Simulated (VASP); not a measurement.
Write the native input for VASP 6.6.1 that does the following.

| Quantity | Value |
| --- | --- |
| Task | single point |
| Functional | PBE |
| Potentials or basis | VASP PAW PBE potentials, release 64 (Sm_3, F), 4f in core |
| Cutoff | 600 eV |
| k mesh | 6 × 6 × 6 |
| Occupations | gaussian, width 0.1 eV |
| Spin | no spin polarisation |
| Dipole correction | no |
| Mended | yes |
| Further INCAR settings | ALGO = Normal; EDIFF = 1e-06; NBANDS = 16 |

The structure of SmF lies in POSCAR:

```
SmF
1.0
    3.3717909272      0.0000000000      0.0000000000
   -1.6858954636      2.9200565992      0.0000000000
    0.0000000000      0.0000000000      3.8818693063
Sm F
1 1
Direct
    0.6666666667      0.3333333333      0.5000000000
    0.0000000000      0.0000000000      0.0000000000
```

The cell was built from a structure type or drawn by symmetry, and may not be a known phase.

The input as run:

INCAR

```
PREC = Accurate ; ENCUT = 600
EDIFF = 1E-6 ; ISMEAR = 0
SIGMA = 0.1 ; LREAL = False
LASPH = True ; NELM = 200
ALGO = Normal ; ISIF = 2
LWAVE = False ; LCHARG = False
GGA = PE ; NBANDS = 16
GGA_COMPAT = False ; LMAXMIX = 6
```

KPOINTS

```
Automatic mesh
0
Gamma
  6 6 6
```

Potentials or basis: VASP PAW PBE potentials, release 64 (Sm_3, F), 4f in core.

Run with:

```console
$ cat potpaw_PBE.64/Sm_3/POTCAR potpaw_PBE.64/F/POTCAR > POTCAR
$ mpirun -np 1 vasp_std > vasp.out
```

It gave:

```
Pressure               : -0.1 GPa
Band gap on the k mesh : zero (bands 9 and 10 overlap by 1.82 eV)
```

Caveat: spin-orbit coupling is left out, which moves the levels of the heavy elements; the 4f electrons are frozen in the core, so they carry no moment and show no levels; the run has no spin polarisation, though such a crystal can be magnetic.

It took 23 s on 1 thread of AMD EPYC 7R43 64-Core Processor (Zen 3), on a shared host, peak memory 0.14 GiB.
